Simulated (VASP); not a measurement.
A run of VASP 6.6.1 is set up as follows.

INCAR

```
PREC = Accurate ; ENCUT = 600
EDIFF = 1E-6 ; ISMEAR = 0
SIGMA = 0.1 ; LREAL = False
LASPH = True ; NELM = 100
ALGO = Normal ; ISIF = 3
LWAVE = False ; LCHARG = False
GGA = PE ; IBRION = 2
NSW = 100 ; EDIFFG = -0.01
```

The input KPOINTS:

```
regular mesh
0
Gamma
  12 12 6
```

The input POSCAR:

```
BeSe4
1.0
    3.5960978728      0.0000000000      0.0000000000
   -1.7980489364      3.1143121123      0.0000000000
    0.0000000000      0.0000000000      8.5998038404
Be Se
1 4
Direct
    0.0000000000      0.0000000000      0.0000000000
    0.3333333333      0.6666666667      0.8541448152
    0.3333333333      0.6666666667      0.3961602339
    0.6666666667      0.3333333333      0.1458551848
    0.6666666667      0.3333333333      0.6038397661
```

Potentials or basis: VASP PAW PBE potentials, release 64 (Be, Se).

The run is started by

```console
$ cat potpaw_PBE.64/Be/POTCAR potpaw_PBE.64/Se/POTCAR > POTCAR
$ mpirun -np 1 vasp_std > vasp.out
```

(1) What does it give for the relaxed volume?

(2) Estimate the space group after relaxing (to 0.05 Å).

(3) What does it give for the relaxed cell?

(4) What does it give for the band gap on the k mesh?

Results:

(1) 19.27 Å³/atom.

(2) P-3m1 (No. 164).

(3) a = 3.591 Å, b = 3.591 Å, c = 8.630 Å, α = 90.00°, β = 90.00°, γ = 120.00°.

(4) zero (band 13 reaches 5.43 eV, above the bottom of band 14 at 4.21 eV).
